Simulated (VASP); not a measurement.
The system is SiC (wurtzite type).

```xyz
4
Lattice="3.0603 0.0000 0.0000 -1.5302 2.6503 0.0000 0.0000 0.0000 4.9883" Properties=species:S:1:pos:R:3 pbc="T T T"
Si    0.0000    1.7669    0.0000
Si    1.5302    0.8834    2.4942
C     0.0000    1.7669    1.8756
C     1.5302    0.8834    4.3698
```

- Program: VASP 6.6.1
- Task: relaxation of cell and atoms
- Functional: PBE
- Potentials or basis: VASP PAW PBE potentials, release 64 (Si, C)
- Cutoff: 600 eV
- k mesh: 12 × 12 × 7
- Occupations: fermi-dirac, width 0.02 eV
- Spin: no spin polarisation

At the start: pressure 8.4 GPa; volume 10.11 Å³/atom.

**Question.** Where does the relaxation end?

**Answer.** Over 8 steps the energy falls by 10.2 meV/atom and the volume is 10.50 Å³/atom (+3.8 %); space group P6_3mc (No. 186, to 0.1 Å) before and after.

Step by step:
```csv
step,energy change (eV),largest force (eV/Å),pressure (GPa),volume (Å³)
1,0.0000,0.0568,8.43,40.46
2,0.0024,0.1220,-7.65,43.65
3,-0.0406,0.0510,-0.06,41.99
4,-0.0406,0.0492,0.10,41.96
5,-0.0408,0.0162,0.07,41.97
6,-0.0408,0.0068,0.07,41.97
7,-0.0408,0.0050,-0.05,41.99
8,-0.0408,0.0002,0.00,41.98
```

Final structure:
```yaml
crystal:
  lattice:
    - [3.09117, 0.00000, 0.00000]
    - [-1.54559, 2.67703, 0.00000]
    - [0.00000, 0.00000, 5.07306]
  atoms:
    - { symbol: Si, position: [0.33333, 0.66667, 0.00008] }
    - { symbol: Si, position: [0.66667, 0.33333, 0.50008] }
    - { symbol: C, position: [0.33333, 0.66667, 0.37592] }
    - { symbol: C, position: [0.66667, 0.33333, 0.87592] }
```
